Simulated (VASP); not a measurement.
A run of VASP 6.6.1 is set up as follows.

File INCAR:

```
SYSTEM = GaN
PREC = Accurate ; ENCUT = 600
EDIFF = 1E-6 ; ISMEAR = 0
SIGMA = 0.01 ; LREAL = .False.
LASPH = .True. ; NELM = 120
ALGO = Normal ; ISIF = 2
LWAVE = .False. ; LCHARG = .False.
GGA = PS ; NBANDS = 16
GGA_COMPAT = .False.
```

File KPOINTS:

```
regular mesh
0
Gamma
  7 7 7
  0 0 0
```

The input POSCAR:

```
GaN
1.0
    0.0000000000      2.1352350000      2.1352350000
    2.1352350000      0.0000000000      2.1352350000
    2.1352350000      2.1352350000      0.0000000000
Ga N
1 1
Direct
    0.0000000000      0.0000000000      0.0000000000
    0.5000000000      0.5000000000      0.5000000000
```

Potentials or basis: VASP PAW PBE potentials, release 64 (Ga_d, N).

Command:

```sh
$ cat potpaw_PBE.64/Ga_d/POTCAR potpaw_PBE.64/N/POTCAR > POTCAR
$ mpirun -np 1 vasp_std > vasp.out
```

Task: Estimate the pressure.

Result: -7.5 GPa.

Task: Estimate the band gap on the k mesh.

Result: 0.73 eV, indirect (least direct gap 2.37 eV).

Caveat: the PAW data sets were made with another functional, which shifts forces and pressure a little. A k mesh can miss the band edges.
